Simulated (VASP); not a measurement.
HfN, 2 atoms in the cell. Symmetry: F-43m, No. 216, cubic system. The conventional cell has a = 4.867 Å, b = 4.867 Å, c = 4.867 Å, α = 90.00°, β = 90.00°, γ = 90.00°. Hf (site symmetry -43m) has 4 N at 2.11 Å within 2.8 Å. N (site symmetry -43m) has 4 Hf at 2.11 Å within 2.8 Å. 

```yaml
Program: VASP 6.6.1
Task: single point
Functional: PBEsol
Potentials_or_basis: VASP PAW PBE potentials, release 64 (Hf_pv, N)
Cutoff: 520 eV
k_mesh: 22 × 22 × 22
Occupations: gaussian, width 0.15 eV
Spin: no spin polarisation
Dipole_correction: no
Further_INCAR_settings: ALGO = Normal; EDIFF = 1e-06; NBANDS = 14
```

Potentials or basis: VASP PAW PBE potentials, release 64 (Hf_pv, N).

Run with:

```sh
$ cat potpaw_PBE.64/Hf_pv/POTCAR potpaw_PBE.64/N/POTCAR > POTCAR
$ mpirun -np 1 vasp_std > vasp.out
```

Hardware: 1 thread of Intel(R) Xeon(R) 6975P-C (Granite Rapids), on a shared host.

**Question.** Estimate the wall time of this run.

**Answer.** Run time: 55 s on 1 thread of Intel(R) Xeon(R) 6975P-C (Granite Rapids), on a shared host, peak memory 0.27 GiB. Counts: scf iterations 13, k points 328.
